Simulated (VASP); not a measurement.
# InGaAs2 (P-4m2) in VASP: further runs

Runs on InGaAs2. Level: PBEsol. Tasks: single point.

Everything below comes from runs of VASP 6.6.1. Logs are shortened: lines on timing, memory, paths and dates and some standing lists are left out, and cuts for length are marked.

## 1. The cell of the first run

Symmetry: P-4m2, No. 115, tetragonal system. Conventional cell: a = 4.041 Å, b = 4.041 Å, c = 5.904 Å, α = 90.00°, β = 90.00°, γ = 90.00°. Within 3.4 Å of In (site symmetry -4m2) lie 4 As at 2.57 Å. Ga (site symmetry -4m2) has 4 As at 2.44 Å within 3.2 Å. Within 3.2 Å of As (site symmetry 2mm) lie 2 Ga at 2.44 Å and 2 In at 2.57 Å.

## 2. Single point, PBEsol (strain -0.025 along x and y, +0.000 along z)

Input file INCAR:

```
  ALGO = Normal
  EDIFF = 1E-7
  ENCUT = 520
  GGA = PS
  ISIF = 2
  ISMEAR = 0
  LASPH = T
  LCHARG = F
  LREAL = F
  LWAVE = F
  NBANDS = 26
  NELM = 60
  PREC = Accurate
  SIGMA = 0.15
```

Input file KPOINTS:

```
k-points
0
Gamma
  12 12 8
```

Input file POSCAR:

```
InGaAs2
1.0
    4.0405133507      0.0000000000      0.0000000000
    0.0000000000      4.0405133507      0.0000000000
    0.0000000000      0.0000000000      5.9039978333
In Ga As
1 1 2
Direct
    0.0000000000      0.0000000000      0.5000000000
    0.5000000000      0.5000000000      0.0000000000
    0.5000000000      0.0000000000      0.7697097067
    0.0000000000      0.5000000000      0.2302902933
```

Potentials or basis: VASP PAW PBE potentials, release 64 (In_d, Ga_d, As).

The run is started by

```console
$ cat potpaw_PBE.64/In_d/POTCAR potpaw_PBE.64/Ga_d/POTCAR potpaw_PBE.64/As/POTCAR > POTCAR
$ mpirun -np 1 vasp_std > vasp.out
```

OUTCAR:

```text
EDIFF = 1E-7
   ENCUT = 520
   GGA = PS
   ISIF = 2
   ISMEAR = 0
   LASPH = T
   LREAL = F
   NELM = 60
   PREC = Accurate

 ion  position               nearest neighbor table
   1  0.000  0.000  0.500-   3 2.57   4 2.57   4 2.57   3 2.57
   2  0.500  0.500  0.000-   3 2.44   4 2.44   3 2.44   4 2.44
   3  0.500  0.000  0.770-   2 2.44   2 2.44   1 2.57   1 2.57
   4  0.000  0.500  0.230-   2 2.44   2 2.44   1 2.57   1 2.57

  LATTYP: Found a simple tetragonal cell.
 ALAT       =     4.0405133507
 C/A-ratio  =     1.4611999320

  Lattice vectors:

 A1 = (   4.0405133507,   0.0000000000,   0.0000000000)
 A2 = (   0.0000000000,   4.0405133507,   0.0000000000)
 A3 = (   0.0000000000,   0.0000000000,   5.9039978333)

Analysis of symmetry for initial positions (statically):
=====================================================================
 Subroutine PRICEL returns:
 Original cell was already a primitive cell.

 Routine SETGRP: Setting up the symmetry group for a
 simple tetragonal supercell.

 Subroutine GETGRP returns: Found  8 space group operations
 (whereof  8 operations were pure point group operations)
 out of a pool of 16 trial point group operations.

The static configuration has the point symmetry D_2d.

Analysis of symmetry for dynamics (positions and initial velocities):
=====================================================================
 Subroutine PRICEL returns:
 Original cell was already a primitive cell.

 Routine SETGRP: Setting up the symmetry group for a
 simple tetragonal supercell.

 Subroutine GETGRP returns: Found  8 space group operations
 (whereof  8 operations were pure point group operations)
 out of a pool of 16 trial point group operations.

The dynamic configuration has the point symmetry D_2d.

 Subroutine INISYM returns: Found  8 space group operations
 (whereof  8 operations are pure point group operations),
 and found     1 'primitive' translations

----------------------------------------------------------------------------------------

                                     Primitive cell

  volume of cell :      96.3872

  direct lattice vectors                    reciprocal lattice vectors
     4.040513351  0.000000000  0.000000000     0.247493304  0.000000000  0.000000000
     0.000000000  4.040513351  0.000000000     0.000000000  0.247493304  0.000000000
     0.000000000  0.000000000  5.903997833     0.000000000  0.000000000  0.169376756

  length of vectors
     4.040513351  4.040513351  5.903997833     0.247493304  0.247493304  0.169376756

  position of ions in fractional coordinates (direct lattice)
     0.000000000  0.000000000  0.500000000
     0.500000000  0.500000000  0.000000000
     0.500000000  0.000000000  0.769709707
     0.000000000  0.500000000  0.230290293

  ion indices of the primitive-cell ions
   primitive index   ion index
                 1           1
                 2           2
                 3           3
                 4           4

----------------------------------------------------------------------------------------

 KPOINTS: k-points

Automatic generation of k-mesh.
 Grid dimensions read from file:
 generate k-points for:   12   12    8

 Generating k-lattice:

  Cartesian coordinates                     Fractional coordinates (reciprocal lattice)
     0.020624442  0.000000000  0.000000000     0.083333333  0.000000000  0.000000000
     0.000000000  0.020624442  0.000000000     0.000000000  0.083333333  0.000000000
     0.000000000  0.000000000  0.021172094     0.000000000  0.000000000  0.125000000

  Length of vectors
     0.020624442  0.020624442  0.021172094

  Shift w.r.t. Gamma in fractional coordinates (k-lattice)
     0.000000000  0.000000000  0.000000000

 Subroutine IBZKPT returns following result:
 ===========================================

 Found    140 irreducible k-points:

 Following reciprocal coordinates:
            Coordinates               Weight
  0.000000  0.000000  0.000000      1.000000
  0.083333  0.000000  0.000000      4.000000
  0.166667  0.000000  0.000000      4.000000
  0.250000  0.000000  0.000000      4.000000
  0.333333  0.000000  0.000000      4.000000
  0.416667  0.000000  0.000000      4.000000
[... 16 lines left out ...]
  0.333333  0.333333  0.000000      4.000000
  0.416667  0.333333  0.000000      8.000000
 [... further k-points ...]
   k-points           NKPTS =    140   k-points in BZ     NKDIM =    140   number of bands    NBANDS=     26
   number of dos      NEDOS =    301   number of ions     NIONS =      4
   total plane-waves  NPLWV =  43200
   dimension x,y,z NGX =    30 NGY =   30 NGZ =   48
   dimension x,y,z NGXF=    60 NGYF=   60 NGZF=   96
   ions per type =               1   1   2
   NGX,Y,Z   is equivalent  to a cutoff of  12.34, 12.34, 13.52 a.u.
   NGXF,Y,Z  is equivalent  to a cutoff of  24.69, 24.69, 27.03 a.u.
 SYSTEM =  unknown system
   PREC   = accura    normal or accurate (medium, high low for compatibility)
   ISTART =      0    job   : 0-new  1-cont  2-samecut
   ICHARG =      2    charge: 1-file 2-atom 10-const
   ISPIN  =      1    spin polarized calculation?
   LNONCOLLINEAR =      F non collinear calculations
   LSORBIT =      F    spin-orbit coupling
   LASPH  =      T    aspherical Exc in radial PAW
   ENCUT  =  520.0 eV  38.22 Ry    6.18 a.u.   7.51  7.51 10.98*2*pi/ulx,y,z
   NELM   =     60;   NELMIN=  2; NELMDL= -5     # of ELM steps
   EDIFF  = 0.1E-06   stopping-criterion for ELM
   LREAL  =      F    real-space projection
   EDIFFG = 0.1E-05   stopping-criterion for IOM
   NSW    =      0    number of steps for IOM
   IBRION =     -1    ionic relax: 0-MD 1-quasi-New 2-CG
   NFREE  =      0    steps in history (QN), initial steepest desc. (CG)
   ISIF   =      2    stress and relaxation
   ISYM   =      2    0-nonsym 1-usesym 2-fastsym
   POTIM  = 0.5000    time-step for ionic-motion
   TEBEG  =    0.0;   TEEND  =   0.0 temperature during run
   PSTRESS=    0.0 pullay stress
   NELECT =      36.0000    total number of electrons
   NUPDOWN=      -1.0000    fix difference up-down
   EMIN   =  10.00;   EMAX   =-10.00  energy-range for DOS
   EFERMI =   0.00;   METHOD = LEGACY
   ISMEAR =     0;   SIGMA  =   0.15  broadening in eV -4-tet -1-fermi 0-gaus
   EFERMI_NEDOS =   21; number of points for ismear=-14 and -15
   IALGO  =     38    algorithm
   IMIX   =      4    mixing-type and parameters
     AMIX     =   0.40;   BMIX     =  1.00
     AMIX_MAG =   1.60;   BMIX_MAG =  1.00
  volume/ion in A,a.u.               =      24.10       162.61
  Fermi-wavevector in a.u.,A,eV,Ry     =   1.178970  2.227929 18.911678  1.389969
  Thomas-Fermi vector in A             =   2.315289
   LORBIT       =      0    0 simple, 1 ext, 2 COOP (PROOUT), +10 PAW based schemes
   GGA     = PS    functional components
   LHFCALC =     F    Hartree Fock is set to
   AEXX    =    0.0000 exact exchange contribution
   IVDW    =     0    specifies the selected vdW correction
   LEPSILON=     F    determine dielectric tensor
   LRPA    =     F    only Hartree local field effects (RPA)
 non-spin polarized calculation
 Gauss-broadening in eV      SIGMA  =   0.15
  energy-cutoff  :      520.00
  volume of cell :       96.39
 maximum number of plane-waves:      2630
   NGX = 15   NGY = 15   NGZ = 21

 number of electron      35.9999999 magnetization

 Free energy of the ion-electron system (eV)
  ---------------------------------------------------
  ext. energy  EPLUGINS =         0.00000000
  ---------------------------------------------------
  free energy    TOTEN  =       -17.44269303 eV

  energy without entropy =      -17.44239430  energy(sigma->0) =      -17.44254366

 E-fermi :   4.7598     XC(G=0):  -9.6985

 val. band max:        4.7161427755   @ k =   0.0000   0.0000   0.0000
 cond. band min:       5.2397497126   @ k =   0.5000   0.0000   0.5000
 fundamental gap:      0.5236069371
 Fermi energy:         4.7598103140

 k-point     1 :       0.0000    0.0000    0.0000
  band No.  band energies     occupation
      1     -10.4121      2.00000
      2     -10.3180      2.00000
      3     -10.3180      2.00000
      4     -10.2751      2.00000
      5     -10.2457      2.00000
      6      -9.9954      2.00000
[... 18 lines left out ...]
     25      11.9740      0.00000
     26      13.8267      0.00000

 k-point     2 :       0.0833    0.0000    0.0000
  band No.  band energies     occupation
      1     -10.4104      2.00000
      2     -10.3213      2.00000
      3     -10.3177      2.00000
      4     -10.2742      2.00000
      5     -10.2464      2.00000
      6      -9.9919      2.00000
[... 18 lines left out ...]
     25      12.3059      0.00000
     26      13.5352      0.00000

 k-point     3 :       0.1667    0.0000    0.0000
  band No.  band energies     occupation
      1     -10.4060      2.00000
      2     -10.3301      2.00000
      3     -10.3170      2.00000
      4     -10.2718      2.00000
      5     -10.2481      2.00000
      6      -9.9830      2.00000
[... 18 lines left out ...]
     25      12.8802      0.00000
     26      12.9465      0.00000

 k-point     4 :       0.2500    0.0000    0.0000
  band No.  band energies     occupation
      1     -10.4001      2.00000
      2     -10.3417      2.00000
      3     -10.3160      2.00000
      4     -10.2687      2.00000
      5     -10.2504      2.00000
      6      -9.9738      2.00000
[... 18 lines left out ...]
     25      12.2336      0.00000
     26      12.3323      0.00000
[... 496 lines left out ...]
      1     -10.3925      2.00000
      2     -10.3808      2.00000
      3     -10.3052      2.00000
      4     -10.2618      2.00000
      5     -10.2608      2.00000
      6      -9.9558      2.00000
[... 18 lines left out ...]
     25      12.5944      0.00000
     26      12.8460      0.00000

 k-point    23 :       0.3333    0.3333    0.0000
  band No.  band energies     occupation
      1     -10.3944      2.00000
      2     -10.3803      2.00000
      3     -10.3037      2.00000
      4     -10.2623      2.00000
      5     -10.2614      2.00000
      6      -9.9436      2.00000
[... 18 lines left out ...]
     25      12.1565      0.00000
     26      12.7875      0.00000

 k-point    24 :       0.4167    0.3333    0.0000
  band No.  band energies     occupation
      1     -10.3954      2.00000
      2     -10.3874      2.00000
      3     -10.2996      2.00000
      4     -10.2643      2.00000
      5     -10.2603      2.00000
      6      -9.9443      2.00000
[... 18 lines left out ...]
     25      12.9035      0.00000
     26      13.1984      0.00000

 [... further k-points ...]

------------------------ aborting loop because EDIFF is reached ----------------------------------------

  FORCE on cell =-STRESS in cart. coord.  units (eV):
  Direction    XX          YY          ZZ          XY          YZ          ZX
  --------------------------------------------------------------------------------------
  -------------------------------------------------------------------------------------
  Total        2.3829393      2.3829393      1.7205440      0.0000000      0.0000000      0.0000000
  in kB       39.6099484     39.6099484     28.5994108      0.0000000      0.0000000      0.0000000
  external PRESSURE =      35.9397692 kB  Pullay stress =       0.0000000 kB

 VOLUME and BASIS-vectors are now :
 -----------------------------------------------------------------------------
  energy-cutoff  :      520.00
  volume of cell :       96.39
      direct lattice vectors                 reciprocal lattice vectors
     4.040513351  0.000000000  0.000000000     0.247493304  0.000000000  0.000000000
     0.000000000  4.040513351  0.000000000     0.000000000  0.247493304  0.000000000
     0.000000000  0.000000000  5.903997833     0.000000000  0.000000000  0.169376756

 POSITION                                       TOTAL-FORCE (eV/Angst)
 -----------------------------------------------------------------------------------
      0.00000      0.00000      2.95200        -0.000000      0.000000      0.000000
      2.02026      2.02026      0.00000        -0.000000     -0.000000      0.000000
      2.02026      0.00000      4.54436        -0.000000      0.000000      0.040306
      0.00000      2.02026      1.35963         0.000000      0.000000     -0.040306
 -----------------------------------------------------------------------------------
    total drift:                                0.000000      0.000000      0.000000

  FREE ENERGIE OF THE ION-ELECTRON SYSTEM (eV)
  ---------------------------------------------------
  free  energy   TOTEN  =       -17.4426930268 eV

  energy  without entropy=      -17.4423943024  energy(sigma->0) =      -17.44254366
```

It took 5.4 min on 1 thread of Intel Xeon 6975P-C, shared host; peak memory 0.47 GiB.

What came out:

| Item | Value |
| --- | --- |
| Free energy | -17.4427 eV |
| Pressure | 3.6 GPa |
| Largest force | 0.040 eV/Å |

Forces in eV/Å, atoms in the order of the input:
```
In   0.000  0.000  0.000
Ga   0.000  0.000  0.000
As   0.000  0.000  0.040
As   0.000  0.000 -0.040
```

Caveat: the cell differs from its parent crystal (strain -0.025 along x and y, +0.000 along z); the PAW data sets were made with another functional, which shifts forces and pressure a little; spin-orbit coupling is left out, which moves the levels of the heavy elements.

## 3. Single point, PBEsol (strain +0.050 along x and y, -0.050 along z)

Input file INCAR:

```
ALGO = Normal
EDIFF = 1E-6
ENCUT = 520
GGA = PS
ISIF = 2
ISMEAR = 0
LASPH = True
LCHARG = False
LREAL = False
LWAVE = False
NBANDS = 26
NELM = 80
PREC = Accurate
SIGMA = 0.15
```

KPOINTS is that of step 2.

Input file POSCAR:

```
InGaAs2
1.0
    4.3513220700      0.0000000000      0.0000000000
    0.0000000000      4.3513220700      0.0000000000
    0.0000000000      0.0000000000      5.6087979416
In Ga As
1 1 2
Direct
    0.0000000000      0.0000000000      0.5000000000
    0.5000000000      0.5000000000      0.0000000000
    0.5000000000      0.0000000000      0.7697097067
    0.0000000000      0.5000000000      0.2302902933
```

Potentials or basis: VASP PAW PBE potentials, release 64 (In_d, Ga_d, As).

The run is started by

```console
$ cat potpaw_PBE.64/In_d/POTCAR potpaw_PBE.64/Ga_d/POTCAR potpaw_PBE.64/As/POTCAR > POTCAR
$ mpirun -np 1 vasp_std > vasp.out
```

Wall time 3.8 min (1 thread of Intel Xeon 6975P-C, shared host); peak memory 0.5 GiB.

Results (log left out):

- Free energy: -17.3817 eV
- Pressure: -2.6 GPa
- Largest force: 0.007 eV/Å

Forces in eV/Å, atoms in the order of the input:
```
In   0.000  0.000  0.000
Ga   0.000  0.000  0.000
As   0.000  0.000  0.007
As   0.000  0.000 -0.007
```

Stress tensor (GPa, compression positive):
```
-3.77  0.00  0.00
 0.00 -3.77  0.00
 0.00  0.00 -0.14
```

Levels at points of the mesh, in eV from the Fermi level:
```csv
k point,band 14,band 15,band 16,band 17,band 18,band 19,band 20,band 21,band 22,band 23
"(0.00, 0.00, 0.00)",-2.86,-2.86,-0.62,-0.27,-0.27,-0.07,1.14,1.21,3.53,3.74
"(0.50, 0.00, 0.00)",-4.94,-2.87,-2.61,-1.81,-1.29,1.46,2.49,4.61,4.91,5.11
"(0.50, 0.50, 0.00)",-6.00,-2.37,-2.28,-2.28,-2.09,1.51,1.51,1.77,2.08,8.12
"(0.00, 0.00, 0.50)",-3.81,-2.16,-2.16,-1.53,-1.53,1.20,1.51,2.71,3.08,5.77
"(0.50, 0.00, 0.50)",-5.91,-1.75,-1.15,-0.88,-0.81,0.20,0.79,4.14,4.17,4.61
"(0.50, 0.50, 0.50)",-5.69,-3.25,-3.07,-3.03,-3.03,4.42,4.47,4.73,4.73,5.50
```

Caveat: the cell differs from its parent crystal (strain +0.050 along x and y, -0.050 along z); the PAW data sets were made with another functional, which shifts forces and pressure a little; spin-orbit coupling is left out, which moves the levels of the heavy elements.

## 4. Single point, PBEsol (strain +0.000 along x and y, -0.050 along z)

Input file INCAR:

```
SYSTEM = InGaAs2
ALGO     = Normal         ! electronic algorithm
EDIFF    = 1E-6           ! SCF threshold, eV
ENCUT    = 520            ! plane-wave cutoff, eV
GGA      = PS             ! functional
ISIF     = 2              ! what is computed and relaxed
ISMEAR   = 0              ! smearing method
LASPH    = .True.         ! aspherical terms in the spheres
LCHARG   = .True.         ! write CHGCAR
LELF     = .True.         ! ELF
LREAL    = .False.        ! projectors in reciprocal space
LVHAR    = .True.       
LWAVE    = .False.        ! write WAVECAR
NBANDS   = 26             ! bands
NELM     = 80             ! most SCF steps
PREC     = Accurate       ! precision mode
SIGMA    = 0.15           ! smearing width, eV
```

Input file KPOINTS:

```
k-points
0
Gamma
  12 12 8
  0 0 0
```

POSCAR, as its differences from that of step 3:

```diff
@@ -2,4 +2,4 @@
 1.0
-    4.3513220700      0.0000000000      0.0000000000
-    0.0000000000      4.3513220700      0.0000000000
+    4.1441162571      0.0000000000      0.0000000000
+    0.0000000000      4.1441162571      0.0000000000
     0.0000000000      0.0000000000      5.6087979416
```

The run is started by

```console
$ cat potpaw_PBE.64/In_d/POTCAR potpaw_PBE.64/Ga_d/POTCAR potpaw_PBE.64/As/POTCAR > POTCAR
$ mpirun -np 1 vasp_std > vasp.out
```

Wall time 6 min (1 thread of Oxide Virtual Turin-like, shared host); peak memory 0.43 GiB.

It converged, with:

| Item | Value |
| --- | --- |
| Free energy | -17.4232 eV |
| Pressure | 3.7 GPa |
| Largest force | 0.087 eV/Å |
| Band gap on the k mesh | 0.18 eV, direct |

Forces on the atoms (eV/Å):
```
In   0.000  0.000  0.000
Ga   0.000  0.000  0.000
As   0.000  0.000  0.087
As   0.000  0.000 -0.087
```

Stress tensor (GPa, compression positive):
```
2.97 0.00 0.00
0.00 2.97 0.00
0.00 0.00 5.05
```

Levels at points of the mesh, in eV from the valence-band top:
```tsv
k point	band 15	band 16	band 17	band 18	band 19	band 20	band 21	band 22
(0.00, 0.00, 0.00)	-2.86	0.00	0.00	0.00	0.18	1.35	1.58	3.81
(0.50, 0.00, 0.00)	-3.23	-2.96	-1.68	-1.07	1.95	3.08	5.00	5.27
(0.50, 0.50, 0.00)	-2.65	-2.52	-2.52	-2.31	1.45	1.45	1.81	2.12
(0.00, 0.00, 0.50)	-2.12	-2.12	-1.42	-1.42	1.64	1.77	2.99	3.54
(0.50, 0.00, 0.50)	-1.63	-0.95	-0.93	-0.89	0.66	1.29	4.52	4.52
(0.50, 0.50, 0.50)	-3.50	-3.32	-3.29	-3.29	4.75	4.75	4.82	4.95
```

Caveat: the cell differs from its parent crystal (strain +0.000 along x and y, -0.050 along z); the PAW data sets were made with another functional, which shifts forces and pressure a little; spin-orbit coupling is left out, which moves the levels of the heavy elements. A k mesh can miss the band edges.

## 5. The runs side by side

```tsv
cell	pressure (GPa)	largest force (eV/Å)
a = 4.041, b = 4.041, c = 5.904 Å, 4 atoms	3.6	0.04
a = 4.351, b = 4.351, c = 5.609 Å, 4 atoms	-2.6	0.01
a = 4.144, b = 4.144, c = 5.609 Å, 4 atoms	3.7	0.09
```

Alike in all rows: task single point; level PBEsol; potentials or basis VASP PAW PBE potentials, release 64 (In_d, Ga_d, As); no spin polarisation; k mesh 12 × 12 × 8; cutoff (eV) 520; smearing gaussian 0.15 eV.

Caveats: the PAW data sets were made with another functional, which shifts forces and pressure a little; spin-orbit coupling is left out, which moves the levels of the heavy elements.

Absolute energies hang on the potentials; compare differences alone.
